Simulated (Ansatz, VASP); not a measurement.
## BaTe: VASP beside Ansatz

The input INCAR:

```
ALGO = Normal
EDIFF = 1E-7
ENCUT = 520
ISIF = 2
ISMEAR = 0
LASPH = T
LCHARG = F
LREAL = F
LWAVE = F
NBANDS = 15
NELM = 100
PREC = Accurate
SIGMA = 0.05
```

KPOINTS

```
k-points
0
Gamma
  6 6 6
```

POSCAR

```
BaTe
1.0
    4.2624660000      0.0000000000      0.0000000000
    0.0000000000      4.2624660000      0.0000000000
    0.0000000000      0.0000000000      4.3690276500
Ba Te
1 1
Direct
    0.0000000000      0.0000000000      0.0000000000
    0.5000000000      0.5000000000      0.5000000000
```

Input for Ansatz:

```yaml
crystal:
  lattice:
    - [4.262466, 0.0, 0.0]
    - [0.0, 4.262466, 0.0]
    - [0.0, 0.0, 4.36902765]
  atoms:
    - { symbol: Ba, position: [0.0, 0.0, 0.0] }
    - { symbol: Te, position: [0.5, 0.5, 0.5] }
basis:
  ecutwfc: 420
kpoints:
  mp_grid: { grid: [6, 6, 6] }
hamiltonian:
  xc: lda
scf:
  occupations: { method: gaussian, width: 0.05 }
output:
  forces: true
  stress: true
  eigenvalues: true
```

Change from the starting cell: strain +0.000 along x and y, +0.025 along z, atoms carried along.

Alike in both runs: task single point; functional LDA; k mesh 6 × 6 × 6; occupations gaussian, width 0.05 eV; no spin polarisation.

|  | VASP | Ansatz |
| --- | --- | --- |
| version | VASP 6.6.1 | Ansatz 0.2.0 |
| potentials or method | VASP PAW LDA potentials, release 64 (Ba_sv, Te), cutoff 520 eV | scalar-relativistic, plane waves, PAW |
| valence electrons in the cell | 16 | 26 |

|  | VASP | Ansatz | Ansatz less VASP |
| --- | --- | --- | --- |
| gap on the k mesh at the Fermi level (eV) | 0.63 | 0.74 | +0.101 |
| least direct gap on the mesh (eV) | 0.76 | 0.85 | +0.093 |
| pressure (GPa) | -3.5 | -3.9 | -0.43 |
| traceless stress, the component that is largest in VASP (GPa) | -1.13 | -1.13 | +0.001 |

LDA's correlation is that of Perdew and Zunger in VASP and of Perdew and Wang (1992) in Ansatz. VASP's potentials hold 16 valence electrons a cell and Ansatz's 26, so a difference there can come from the potentials and not from the codes.

Neither program's run includes spin-orbit coupling.
